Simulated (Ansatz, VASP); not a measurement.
**SiC: VASP beside Ansatz**

```
Si C
1.0
     3.05930    0.00000    0.00000
    -1.52965    2.64943    0.00000
     0.00000    0.00000   15.01171
Si C
6 6
Direct
  0.33333 0.66667 0.83299
  0.66667 0.33333 0.33299
  0.66667 0.33333 0.66650
  0.33333 0.66667 0.16650
  0.00000 0.00000 0.49972
  0.00000 0.00000 0.99972
  0.00000 0.00000 0.87437
  0.00000 0.00000 0.37437
  0.33333 0.66667 0.70800
  0.66667 0.33333 0.20800
  0.66667 0.33333 0.54151
  0.33333 0.66667 0.04151
```

Alike in both runs: task single point; functional LDA; k mesh 12 × 12 × 2; occupations gaussian, width 0.02 eV; no spin polarisation.

|  | VASP | Ansatz |
| --- | --- | --- |
| version | VASP 6.6.1 | Ansatz 0.2.0 |
| potentials or method | VASP PAW LDA potentials, release 64 (Si, C), cutoff 520 eV | scalar-relativistic, plane waves, PAW |
| valence electrons in the cell | 48 | 48 |

Ansatz gave:

| Quantity | Value |
| --- | --- |
| gap on the k mesh at the Fermi level (eV) | 1.98 |
| least direct gap on the mesh (eV) | 3.08 |
| pressure (GPa) | 0.0 |

Q: What did VASP give for the same quantities?

A: gap on the k mesh at the Fermi level (eV): 1.97; least direct gap on the mesh (eV): 3.07; pressure (GPa): 0.4.

LDA's correlation is that of Perdew and Zunger in VASP and of Perdew and Wang (1992) in Ansatz.
